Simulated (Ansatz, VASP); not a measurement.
## PtS2 in VASP and in Ansatz

File INCAR:

```
ALGO = Normal
EDIFF = 1E-6
ENCUT = 570
GGA = PE
GGA_COMPAT = F
ISIF = 2
ISMEAR = 1
LASPH = T
LCHARG = F
LREAL = F
LWAVE = F
NBANDS = 22
NELM = 120
PREC = Accurate
SIGMA = 0.2
```

KPOINTS

```
k-points
0
Gamma
  6 6 4
```

POSCAR

```
PtS2
1.0
    3.5526415803      0.0000000000      0.0000000000
   -1.7763207902      3.0766778591      0.0000000000
    0.0000000000      0.0000000000      5.1227110450
Pt S
1 2
Direct
    0.0000000000      0.0000000000      0.0000000000
    0.3333333333      0.6666666667      0.2392599773
    0.6666666667      0.3333333333      0.7607400227
```

Input for Ansatz:

```yaml
crystal:
  lattice:
    - [3.5526415803, 0.0, 0.0]
    - [-1.7763207902, 3.0766778591, 0.0]
    - [0.0, 0.0, 5.122711045]
  atoms:
    - { symbol: Pt, position: [0.0, 0.0, 0.0] }
    - { symbol: S, position: [0.3333333333, 0.6666666667, 0.2392599773] }
    - { symbol: S, position: [0.6666666667, 0.3333333333, 0.7607400227] }
kpoints:
  mp_grid: { grid: [6, 6, 4] }
hamiltonian:
  xc: pbe
scf:
  occupations: { method: methfessel_paxton, width: 0.2 }
  n_extra_bands: 4
output:
  forces: true
  stress: true
  eigenvalues: true
```

Alike in both runs: task single point; functional PBE; k mesh 6 × 6 × 4; occupations methfessel-paxton of order 1, width 0.2 eV; no spin polarisation.

|  | VASP | Ansatz |
| --- | --- | --- |
| version | VASP 6.6.1 | Ansatz 0.2.0 |
| potentials or method | VASP PAW PBE potentials, release 64 (Pt_sv_GW, S) | plane waves |
| plane-wave cutoff (eV) | 570 | 420 |
| valence electrons in the cell | 30 | 30 |

```tsv
	VASP	Ansatz	Ansatz less VASP
pressure (GPa)	2.9	3.7	+0.76
traceless stress, the component that is largest in VASP (GPa)	-0.91	-0.99	-0.078
rms of the force components (eV/Å)	0.019	0.031	+0.0114
```

Atom by atom the forces differ by 0.011 eV/Å (rms over components). The functional is the same, so the differences come from potentials, cutoffs and numerics.

Neither program's run includes spin-orbit coupling.
